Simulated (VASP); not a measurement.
Fe: single point with PBE

The system is Fe.

```
Fe
1.0
     4.17445    0.00000    0.00000
    -2.08723    3.61518    0.00000
     0.00000    0.00000    2.37630
Fe
3
Direct
  0.00000 0.00000 0.00000
  0.33333 0.66667 0.50000
  0.66667 0.33333 0.50000
```

```yaml
Program: VASP 6.6.1
Task: single point
Functional: PBE
Potentials_or_basis: VASP PAW PBE potentials, release 64 (Fe)
Cutoff: 520 eV
k_mesh: 9 × 9 × 12
Occupations: fermi-dirac, width 0.08 eV
Spin: collinear spin, ferromagnetic start
Starting_moments: "[2.5, 2.5, 2.5] μB"
```

| Quantity | Value |
| --- | --- |
| Pressure | 0.0 GPa |
| Net moment | 7.35 μB per cell |
| Site moments | Fe +2.55, +2.40 μB |
| Valence electrons inside the program's atomic spheres | Fe 7.14, 7.22 |

Stress tensor (GPa, compression positive):
```
 0.10  0.00  0.00
 0.00  0.10  0.00
 0.00  0.00 -0.24
```

Levels at points of the mesh, in eV from the Fermi level:
Spin up:
| k point | band 12 | band 13 | band 14 | band 15 | band 16 | band 17 | band 18 | band 19 | band 20 | band 21 |
| --- | --- | --- | --- | --- | --- | --- | --- | --- | --- | --- |
| (0.00, 0.00, 0.00) | -1.50 | -1.50 | -1.50 | -0.51 | -0.51 | 5.66 | 5.66 | 5.70 | 5.70 | 7.95 |
| (0.00, 0.00, 0.50) | -1.03 | -0.68 | -0.68 | 0.50 | 1.55 | 2.68 | 9.42 | 10.00 | 10.00 | 10.95 |
Spin down:
| k point | band 4 | band 5 | band 6 | band 7 | band 8 | band 9 | band 10 | band 11 | band 12 | band 13 |
| --- | --- | --- | --- | --- | --- | --- | --- | --- | --- | --- |
| (0.00, 0.00, 0.00) | -1.69 | -1.68 | -1.68 | -1.68 | -1.00 | 0.17 | 0.17 | 1.34 | 1.34 | 1.35 |
| (0.00, 0.00, 0.50) | -2.31 | -2.27 | -2.27 | -0.03 | -0.03 | 0.19 | 0.19 | 1.75 | 1.75 | 2.00 |

Run time: 52 s on 1 thread of Intel(R) Xeon(R) 6975P-C (Granite Rapids) (shared host), peak memory 0.22 GiB.
